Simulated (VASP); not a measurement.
Ba, 3 atoms in the cell. Symmetry: P6/mmm, No. 191, hexagonal system. The conventional cell has a = 7.254 Å, b = 7.254 Å, c = 4.309 Å, α = 90.00°, β = 90.00°, γ = 120.00°. Ba (site symmetry 6/mmm) has 14 Ba at 4.31 to 4.71 Å within 5.7 Å. Within 5.5 Å of Ba (site symmetry -6m2) lie 11 Ba at 4.19 to 4.71 Å.  This cell differs from its parent crystal: volume scaled by 0.96.

```yaml
Program: VASP 6.6.1
Task: single point
Functional: revPBE
Potentials_or_basis: VASP PAW PBE potentials, release 64 (Ba_sv)
Cutoff: 520 eV
k_mesh: 6 × 6 × 8
Occupations: fermi-dirac, width 0.1 eV
Spin: no spin polarisation
Dipole_correction: no
Further_INCAR_settings: ALGO = Normal; EDIFF = 1e-07; NBANDS = 22
```

Potentials or basis: VASP PAW PBE potentials, release 64 (Ba_sv).

Run with:

```sh
$ cat potpaw_PBE.64/Ba_sv/POTCAR > POTCAR
$ mpirun -np 1 vasp_std > vasp.out
```

Hardware: 1 thread of Intel(R) Xeon(R) Platinum 8488C (Sapphire Rapids) (shared host).

**Question.** How long does it take, and how much memory?

**Answer.** Run time: 2.1 min on 1 thread of Intel(R) Xeon(R) Platinum 8488C (Sapphire Rapids) (shared host), peak memory 0.35 GiB. Counts: scf iterations 15, k points 35.
